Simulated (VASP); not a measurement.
# Be3SnN (Pm-3m) in VASP: notebook

Be3SnN is run at these levels: PBE; tasks: single point, relaxation of cell and atoms.

All numbers are computed with VASP 6.6.1; they aren't measurements. Logs are shortened: lines on timing, memory, paths and dates and some standing lists are left out, and cuts for length are marked.

### Step 1. The cell of the first run

The structure is cubic, space group Pm-3m (No. 221). Conventional cell: a = 4.484 Å, b = 4.484 Å, c = 4.484 Å, α = 90.00°, β = 90.00°, γ = 90.00°. Be (site symmetry 4/mmm) has 2 Sn at 2.24 Å within 3.0 Å. Within 3.0 Å of Sn (site symmetry m-3m) lie 6 Be at 2.24 Å. N (site symmetry m-3m) has 12 Be at 3.17 Å and 8 Sn at 3.88 Å within 4.2 Å.

### Step 2. Single point, PBE

Contents of INCAR:

```
SYSTEM = Be3SnN
ALGO = Normal
EDIFF = 1E-7
ENCUT = 520
GGA = PE
ISIF = 2
ISMEAR = 0
LASPH = .True.
LCHARG = .False.
LREAL = .False.
LWAVE = .False.
NBANDS = 20
NELM = 100
PREC = Accurate
SIGMA = 0.1
```

Contents of KPOINTS:

```
k-points
0
Gamma
  8 8 8
  0 0 0
```

Contents of POSCAR:

```
Be3SnN
1.0
    4.4838189331      0.0000000000      0.0000000000
    0.0000000000      4.4838189331      0.0000000000
    0.0000000000      0.0000000000      4.4838189331
Be Sn N
3 1 1
Direct
    0.0000000000      0.5000000000      0.5000000000
    0.5000000000      0.0000000000      0.5000000000
    0.5000000000      0.5000000000      0.0000000000
    0.5000000000      0.5000000000      0.5000000000
    0.0000000000      0.0000000000      0.0000000000
```

Potentials or basis: VASP PAW PBE potentials, release 64 (Be, Sn_d, N).

Launch:

```bash
$ cat potpaw_PBE.64/Be/POTCAR potpaw_PBE.64/Sn_d/POTCAR potpaw_PBE.64/N/POTCAR > POTCAR
$ mpirun -np 1 vasp_std > vasp.out
```

OUTCAR:

```text
SYSTEM = Be3SnN
   EDIFF = 1E-7
   ENCUT = 520
   GGA = PE
   ISIF = 2
   ISMEAR = 0
   LASPH = .True.
   LREAL = .False.
   NELM = 100
   PREC = Accurate

 ion  position               nearest neighbor table
   1  0.000  0.500  0.500-   4 2.24   4 2.24
   2  0.500  0.000  0.500-   4 2.24   4 2.24
   3  0.500  0.500  0.000-   4 2.24   4 2.24
   4  0.500  0.500  0.500-   1 2.24   2 2.24   3 2.24   3 2.24   2 2.24   1 2.24
   5  0.000  0.000  0.000-

  LATTYP: Found a simple cubic cell.
 ALAT       =     4.4838189331

  Lattice vectors:

 A1 = (   4.4838189331,   0.0000000000,   0.0000000000)
 A2 = (   0.0000000000,   4.4838189331,   0.0000000000)
 A3 = (   0.0000000000,   0.0000000000,   4.4838189331)

Analysis of symmetry for initial positions (statically):
=====================================================================
 Subroutine PRICEL returns:
 Original cell was already a primitive cell.

 Routine SETGRP: Setting up the symmetry group for a
 simple cubic supercell.

 Subroutine GETGRP returns: Found 48 space group operations
 (whereof 48 operations were pure point group operations)
 out of a pool of 48 trial point group operations.

The static configuration has the point symmetry O_h .

Analysis of symmetry for dynamics (positions and initial velocities):
=====================================================================
 Subroutine PRICEL returns:
 Original cell was already a primitive cell.

 Routine SETGRP: Setting up the symmetry group for a
 simple cubic supercell.

 Subroutine GETGRP returns: Found 48 space group operations
 (whereof 48 operations were pure point group operations)
 out of a pool of 48 trial point group operations.

The dynamic configuration has the point symmetry O_h .

 Subroutine INISYM returns: Found 48 space group operations
 (whereof 48 operations are pure point group operations),
 and found     1 'primitive' translations

----------------------------------------------------------------------------------------

                                     Primitive cell

  volume of cell :      90.1455

  direct lattice vectors                    reciprocal lattice vectors
     4.483818933  0.000000000  0.000000000     0.223024171  0.000000000  0.000000000
     0.000000000  4.483818933  0.000000000     0.000000000  0.223024171  0.000000000
     0.000000000  0.000000000  4.483818933     0.000000000  0.000000000  0.223024171

  length of vectors
     4.483818933  4.483818933  4.483818933     0.223024171  0.223024171  0.223024171

  position of ions in fractional coordinates (direct lattice)
     0.000000000  0.500000000  0.500000000
     0.500000000  0.000000000  0.500000000
     0.500000000  0.500000000  0.000000000
     0.500000000  0.500000000  0.500000000
     0.000000000  0.000000000  0.000000000

  ion indices of the primitive-cell ions
   primitive index   ion index
                 1           1
                 2           2
                 3           3
                 4           4
                 5           5

----------------------------------------------------------------------------------------

 KPOINTS: k-points

Automatic generation of k-mesh.
 Grid dimensions read from file:
 generate k-points for:    8    8    8

 Generating k-lattice:

  Cartesian coordinates                     Fractional coordinates (reciprocal lattice)
     0.027878021  0.000000000  0.000000000     0.125000000  0.000000000  0.000000000
     0.000000000  0.027878021  0.000000000     0.000000000  0.125000000  0.000000000
     0.000000000  0.000000000  0.027878021     0.000000000  0.000000000  0.125000000

  Length of vectors
     0.027878021  0.027878021  0.027878021

  Shift w.r.t. Gamma in fractional coordinates (k-lattice)
     0.000000000  0.000000000  0.000000000

 Subroutine IBZKPT returns following result:
 ===========================================

 Found     35 irreducible k-points:

 Following reciprocal coordinates:
            Coordinates               Weight
  0.000000  0.000000  0.000000      1.000000
  0.125000  0.000000  0.000000      6.000000
  0.250000  0.000000  0.000000      6.000000
  0.375000  0.000000  0.000000      6.000000
  0.500000  0.000000  0.000000      3.000000
  0.125000  0.125000  0.000000     12.000000
[... 16 lines left out ...]
  0.375000  0.375000  0.125000     24.000000
  0.500000  0.375000  0.125000     24.000000
 [... further k-points ...]
   k-points           NKPTS =     35   k-points in BZ     NKDIM =     35   number of bands    NBANDS=     20
   number of dos      NEDOS =    301   number of ions     NIONS =      5
   total plane-waves  NPLWV =  46656
   dimension x,y,z NGX =    36 NGY =   36 NGZ =   36
   dimension x,y,z NGXF=    72 NGYF=   72 NGZF=   72
   ions per type =               3   1   1
   NGX,Y,Z   is equivalent  to a cutoff of  13.35, 13.35, 13.35 a.u.
   NGXF,Y,Z  is equivalent  to a cutoff of  26.70, 26.70, 26.70 a.u.
 SYSTEM =  Be3SnN
[... 92 lines left out ...]
      2     -18.4206      2.00000
      3     -18.2268      2.00000
      4     -18.2268      2.00000
      5     -18.2245      2.00000
      6      -8.4058      2.00000
[... 12 lines left out ...]
     19       7.5521      0.00000
     20       7.9733      0.00000

 k-point     4 :       0.3750    0.0000    0.0000
  band No.  band energies     occupation
      1     -18.4292      2.00000
      2     -18.4205      2.00000
      3     -18.2285      2.00000
      4     -18.2285      2.00000
      5     -18.2244      2.00000
      6      -8.3186      2.00000
[... 12 lines left out ...]
     19       7.6947      0.00000
     20       7.7222      0.00000

 k-point     5 :       0.5000    0.0000    0.0000
  band No.  band energies     occupation
      1     -18.4307      2.00000
      2     -18.4205      2.00000
      3     -18.2291      2.00000
      4     -18.2291      2.00000
      5     -18.2244      2.00000
      6      -8.2799      2.00000
[... 12 lines left out ...]
     19       7.5744      0.00000
     20       7.5754      0.00000

 k-point     6 :       0.1250    0.1250    0.0000
  band No.  band energies     occupation
      1     -18.4229      2.00000
      2     -18.4215      2.00000
      3     -18.2259      2.00000
      4     -18.2252      2.00000
      5     -18.2252      2.00000
      6      -8.4567      2.00000
[... 12 lines left out ...]
     19       7.3415      0.00000
     20       7.9757      0.00000

 k-point     7 :       0.2500    0.1250    0.0000
  band No.  band energies     occupation
      1     -18.4261      2.00000
      2     -18.4216      2.00000
      3     -18.2276      2.00000
      4     -18.2268      2.00000
      5     -18.2251      2.00000
      6      -8.3827      2.00000
[... 12 lines left out ...]
     19       7.6148      0.00000
     20       7.7029      0.00000
[... 277 lines left out ...]
 k-point    20 :       0.2500    0.2500    0.1250
  band No.  band energies     occupation
      1     -18.4280      2.00000
      2     -18.4245      2.00000
      3     -18.2292      2.00000
      4     -18.2275      2.00000
      5     -18.2274      2.00000
      6      -8.3081      2.00000
[... 12 lines left out ...]
     19       7.8674      0.00000
     20       8.1188      0.00000

 k-point    21 :       0.3750    0.2500    0.1250
  band No.  band energies     occupation
      1     -18.4310      2.00000
      2     -18.4249      2.00000
      3     -18.2309      2.00000
      4     -18.2291      2.00000
      5     -18.2274      2.00000
      6      -8.2528      2.00000
[... 12 lines left out ...]
     19       7.7837      0.00000
     20       7.9745      0.00000

 k-point    22 :       0.5000    0.2500    0.1250
  band No.  band energies     occupation
      1     -18.4324      2.00000
      2     -18.4249      2.00000
      3     -18.2316      2.00000
      4     -18.2298      2.00000
      5     -18.2273      2.00000
      6      -8.2291      2.00000
[... 12 lines left out ...]
     19       7.6630      0.00000
     20       7.9713      0.00000

 k-point    23 :       0.3750    0.3750    0.1250
  band No.  band energies     occupation
      1     -18.4332      2.00000
      2     -18.4261      2.00000
      3     -18.2327      2.00000
      4     -18.2290      2.00000
      5     -18.2290      2.00000
      6      -8.2163      2.00000
[... 12 lines left out ...]
     19       7.8589      0.00000
     20       7.9557      0.00000

 k-point    24 :       0.5000    0.3750    0.1250
  band No.  band energies     occupation
      1     -18.4343      2.00000
      2     -18.4264      2.00000
      3     -18.2334      2.00000
      4     -18.2297      2.00000
      5     -18.2290      2.00000
      6      -8.2010      2.00000
[... 12 lines left out ...]
     19       7.8595      0.00000
     20       7.9866      0.00000

 [... further k-points ...]

------------------------ aborting loop because EDIFF is reached ----------------------------------------

  FORCE on cell =-STRESS in cart. coord.  units (eV):
  Direction    XX          YY          ZZ          XY          YZ          ZX
  --------------------------------------------------------------------------------------
  -------------------------------------------------------------------------------------
  Total       -0.0396554     -0.0396554     -0.0396554     -0.0000000     -0.0000000      0.0000000
  in kB       -0.7048045     -0.7048045     -0.7048045     -0.0000000     -0.0000000      0.0000000
  external PRESSURE =      -0.7048045 kB  Pullay stress =       0.0000000 kB

 VOLUME and BASIS-vectors are now :
 -----------------------------------------------------------------------------
  energy-cutoff  :      520.00
  volume of cell :       90.15
      direct lattice vectors                 reciprocal lattice vectors
     4.483818933  0.000000000  0.000000000     0.223024171  0.000000000  0.000000000
     0.000000000  4.483818933  0.000000000     0.000000000  0.223024171  0.000000000
     0.000000000  0.000000000  4.483818933     0.000000000  0.000000000  0.223024171

 POSITION                                       TOTAL-FORCE (eV/Angst)
 -----------------------------------------------------------------------------------
      0.00000      2.24191      2.24191         0.000000      0.000000      0.000000
      2.24191      0.00000      2.24191         0.000000      0.000000      0.000000
      2.24191      2.24191      0.00000         0.000000      0.000000      0.000000
      2.24191      2.24191      2.24191         0.000000      0.000000      0.000000
      0.00000      0.00000      0.00000         0.000000      0.000000      0.000000
 -----------------------------------------------------------------------------------
    total drift:                                0.000000      0.000000      0.000000

  FREE ENERGIE OF THE ION-ELECTRON SYSTEM (eV)
  ---------------------------------------------------
  free  energy   TOTEN  =       -13.0982346619 eV

  energy  without entropy=      -13.0615340957  energy(sigma->0) =      -13.07988438
```

Run time: 28 s. Hardware: 1 thread of Intel Xeon Platinum 8559C (Emerald Rapids), shared host; peak memory 0.24 GiB.

Results:

```
Free energy : -13.0982 eV
Pressure    : -0.1 GPa
```

Levels at points of the mesh, in eV from the Fermi level:
| k point | band 9 | band 10 | band 11 | band 12 | band 13 | band 14 | band 15 | band 16 | band 17 | band 18 |
| --- | --- | --- | --- | --- | --- | --- | --- | --- | --- | --- |
| (0.00, 0.00, 0.00) | -3.37 | -3.37 | 0.14 | 0.14 | 0.14 | 0.58 | 0.58 | 2.86 | 4.21 | 4.21 |
| (0.50, 0.00, 0.00) | -2.76 | -2.76 | -0.89 | -0.50 | -0.50 | 1.22 | 2.65 | 2.89 | 3.38 | 3.38 |
| (0.50, 0.50, 0.00) | -4.82 | -2.30 | -0.13 | -0.07 | 0.18 | 0.18 | 1.65 | 2.56 | 2.56 | 4.34 |
| (0.50, 0.50, 0.50) | -3.97 | -3.97 | -1.99 | -1.99 | -1.99 | 2.50 | 2.50 | 2.50 | 5.05 | 5.05 |

Caveat: spin-orbit coupling is left out, which moves the levels of the heavy elements.

### Step 3. Relaxation of cell and atoms, PBE

Contents of INCAR:

```
SYSTEM = Be3SnN
PREC     = Accurate       ! precision mode
ENCUT    = 600            ! plane-wave cutoff, eV
EDIFF    = 1E-7           ! SCF threshold, eV
ISMEAR   = 0              ! smearing method
SIGMA    = 0.1            ! smearing width, eV
LREAL    = .False.        ! projectors in reciprocal space
LASPH    = .True.         ! aspherical terms in the spheres
NELM     = 100            ! most SCF steps
ALGO     = Normal         ! electronic algorithm
ISIF     = 3              ! what is computed and relaxed
LWAVE    = .False.        ! write WAVECAR
LCHARG   = .False.        ! write CHGCAR
GGA      = PE             ! functional
IBRION   = 2              ! ionic algorithm
NSW      = 100            ! ionic steps
EDIFFG   = -0.005         ! ionic threshold
```

Contents of KPOINTS:

```
regular mesh
0
Gamma
  8 8 8
  0 0 0
```

POSCAR is that of step 2.

Potentials or basis: VASP PAW PBE potentials, release 64 (Be, Sn_d, N).

Launch:

```bash
$ cat potpaw_PBE.64/Be/POTCAR potpaw_PBE.64/Sn_d/POTCAR potpaw_PBE.64/N/POTCAR > POTCAR
$ mpirun -np 1 vasp_std > vasp.out
```

It took 40 s on 1 thread of Intel Xeon Platinum 8559C (Emerald Rapids), shared host; peak memory 0.25 GiB.

The run converged. Its results:

| Item | Value |
| --- | --- |
| Free energy | -13.0995 eV |
| Relaxed volume | 18.01 Å³/atom |
| Relaxed cell | a = 4.482 Å, b = 4.482 Å, c = 4.482 Å, α = 90.00°, β = 90.00°, γ = 90.00° |
| Space group after relaxing (to 0.05 Å) | Pm-3m (No. 221) |
| Energy gained by relaxing | 0.0 meV/atom |
| Ionic steps | 2 |
| Pressure after relaxing | 0.0 GPa |

Final structure:
```xyz
5
Lattice="4.4820 0.0000 0.0000 0.0000 4.4820 0.0000 0.0000 0.0000 4.4820" Properties=species:S:1:pos:R:3 pbc="T T T"
Be    0.0000    2.2410    2.2410
Be    2.2410    0.0000    2.2410
Be    2.2410    2.2410    0.0000
Sn    2.2410    2.2410    2.2410
N     0.0000    0.0000    0.0000
```

Levels at points of the mesh, in eV from the Fermi level:
```csv
k point,band 10,band 11,band 12,band 13,band 14,band 15,band 16
"(0.00, 0.00, 0.00)",-3.38,0.14,0.14,0.14,0.59,0.59,2.87
"(0.50, 0.00, 0.00)",-2.76,-0.89,-0.50,-0.50,1.23,2.65,2.90
"(0.50, 0.50, 0.00)",-2.30,-0.13,-0.07,0.19,0.19,1.66,2.56
"(0.50, 0.50, 0.50)",-3.98,-1.99,-1.99,-1.99,2.50,2.50,2.50
```

Caveat: spin-orbit coupling is left out, which moves the levels of the heavy elements.

### Step 4. Single point, PBE

This run uses another cell than the first one, of 18.10 Å³/atom, 1.004 times its volume.

Contents of INCAR:

```
  PREC = Accurate
  ENCUT = 520
  EDIFF = 1E-7
  ISMEAR = -1
  SIGMA = 0.15
  LREAL = F
  LASPH = T
  NELM = 100
  ALGO = Normal
  ISIF = 2
  LWAVE = F
  LCHARG = T
  GGA = PE
  LELF = T
  LVHAR = T
  NBANDS = 20
```

Contents of KPOINTS:

```
regular mesh
0
Gamma
  8 8 8
```

Changes to POSCAR since step 3:

```diff
@@ -2,5 +2,5 @@
 1.0
-    4.4838189331      0.0000000000      0.0000000000
-    0.0000000000      4.4838189331      0.0000000000
-    0.0000000000      0.0000000000      4.4838189331
+    4.4897833561      0.0000000000      0.0000000000
+    0.0000000000      4.4897833561      0.0000000000
+    0.0000000000      0.0000000000      4.4897833561
 Be Sn N
```

Launch:

```bash
$ cat potpaw_PBE.64/Be/POTCAR potpaw_PBE.64/Sn_d/POTCAR potpaw_PBE.64/N/POTCAR > POTCAR
$ mpirun -np 1 vasp_std > vasp.out
```

It took 28 s on 1 thread of Intel Xeon Platinum 8559C (Emerald Rapids), shared host; peak memory 0.24 GiB.

The run converged. Its results:

```
Free energy : -13.2650 eV
Pressure    : -0.1 GPa
```

Levels at points of the mesh, in eV from the Fermi level:
```tsv
k point	band 9	band 10	band 11	band 12	band 13	band 14	band 15	band 16	band 17	band 18
(0.00, 0.00, 0.00)	-3.44	-3.44	0.08	0.08	0.08	0.50	0.50	2.77	4.13	4.13
(0.50, 0.00, 0.00)	-2.83	-2.83	-0.94	-0.55	-0.55	1.13	2.58	2.81	3.31	3.31
(0.50, 0.50, 0.00)	-4.88	-2.36	-0.18	-0.14	0.13	0.13	1.56	2.48	2.48	4.26
(0.50, 0.50, 0.50)	-4.04	-4.04	-2.04	-2.04	-2.04	2.43	2.43	2.43	4.95	4.95
```

Caveat: spin-orbit coupling is left out, which moves the levels of the heavy elements.

### Step 5. Relaxation of cell and atoms, PBE

Contents of INCAR:

```
PREC     = Accurate       # precision mode
ENCUT    = 600            # plane-wave cutoff, eV
EDIFF    = 1E-7           # SCF threshold, eV
ISMEAR   = -1             # smearing method
SIGMA    = 0.15           # smearing width, eV
LREAL    = False          # projectors in reciprocal space
LASPH    = True           # aspherical terms in the spheres
NELM     = 100            # most SCF steps
ALGO     = Normal         # electronic algorithm
ISIF     = 3              # what is computed and relaxed
LWAVE    = False          # write WAVECAR
LCHARG   = False          # write CHGCAR
GGA      = PE             # functional
IBRION   = 2              # ionic algorithm
NSW      = 80             # ionic steps
EDIFFG   = -0.001         # ionic threshold
```

Contents of KPOINTS:

```
Automatic mesh
0
Gamma
  8 8 8
```

Changes to POSCAR since step 4:

```diff
@@ -2,5 +2,5 @@
 1.0
-    4.4897833561      0.0000000000      0.0000000000
-    0.0000000000      4.4897833561      0.0000000000
-    0.0000000000      0.0000000000      4.4897833561
+    4.4838189331      0.0000000000      0.0000000000
+    0.0000000000      4.4838189331      0.0000000000
+    0.0000000000      0.0000000000      4.4838189331
 Be Sn N
```

Launch:

```bash
$ cat potpaw_PBE.64/Be/POTCAR potpaw_PBE.64/Sn_d/POTCAR potpaw_PBE.64/N/POTCAR > POTCAR
$ mpirun -np 1 vasp_std > vasp.out
```

Run time: 48 s. Hardware: 1 thread of Intel Xeon Platinum 8559C (Emerald Rapids), shared host; peak memory 0.25 GiB.

It converged, with:

```yaml
Free_energy: -13.2661 eV
Relaxed_volume: 18.08 Å³/atom
Relaxed_cell: a = 4.488 Å, b = 4.488 Å, c = 4.488 Å, α = 90.00°, β = 90.00°, γ = 90.00°
Space_group_after_relaxing_to_0.05_Å: Pm-3m (No. 221)
Energy_gained_by_relaxing: 0.0 meV/atom
Ionic_steps: 3
Pressure_after_relaxing: 0.0 GPa
```

The path:
```csv
step,energy change (eV),largest force (eV/Å),pressure (GPa),volume (Å³)
1,0.0000,0.0000,0.15,90.15
2,-0.0001,0.0000,0.02,90.36
3,-0.0001,0.0000,-0.01,90.39
```

Final structure:
```cif
data_structure
_symmetry_space_group_name_H-M 'P 1'
_symmetry_Int_Tables_number 1
_cell_length_a 4.4879
_cell_length_b 4.4879
_cell_length_c 4.4879
_cell_angle_alpha 90.000
_cell_angle_beta 90.000
_cell_angle_gamma 90.000
_cell_volume 90.39
loop_
_atom_site_label
_atom_site_type_symbol
_atom_site_fract_x
_atom_site_fract_y
_atom_site_fract_z
_atom_site_occupancy
Be1 Be 0.00000 0.50000 0.50000 1
Be2 Be 0.50000 0.00000 0.50000 1
Be3 Be 0.50000 0.50000 0.00000 1
Sn1 Sn 0.50000 0.50000 0.50000 1
N1 N 0.00000 0.00000 0.00000 1
```

Levels at points of the mesh, in eV from the Fermi level:
```tsv
k point	band 9	band 10	band 11	band 12	band 13	band 14	band 15	band 16
(0.00, 0.00, 0.00)	-3.44	-3.44	0.08	0.08	0.08	0.50	0.50	2.78
(0.50, 0.00, 0.00)	-2.83	-2.83	-0.95	-0.56	-0.56	1.14	2.58	2.81
(0.50, 0.50, 0.00)	-4.89	-2.36	-0.18	-0.14	0.13	0.13	1.57	2.48
(0.50, 0.50, 0.50)	-4.04	-4.04	-2.04	-2.04	-2.04	2.44	2.44	2.44
```

Caveat: spin-orbit coupling is left out, which moves the levels of the heavy elements.

### Step 6. The runs side by side

```csv
task,cell,cutoff (eV),smearing,gap on the mesh (eV),pressure (GPa),relaxed volume (Å³/atom)
single point,"a = 4.484 Å, 5 atoms",520,gaussian 0.1 eV,none,-0.1,-
relaxation of cell and atoms,"relaxed from a = 4.484 Å, 5 atoms",600,gaussian 0.1 eV,none,0.0,18.01
single point,"a = 4.490 Å, 5 atoms",520,fermi-dirac 0.15 eV,none,-0.1,-
relaxation of cell and atoms,"relaxed from a = 4.484 Å, 5 atoms",600,fermi-dirac 0.15 eV,none,0.0,18.08
```

Alike in all rows: level PBE; potentials or basis VASP PAW PBE potentials, release 64 (Be, Sn_d, N); no spin polarisation; k mesh 8 × 8 × 8.

Caveats: spin-orbit coupling is left out, which moves the levels of the heavy elements.

Total energies depend on the potentials used, so only differences within one code and one set of settings carry meaning.
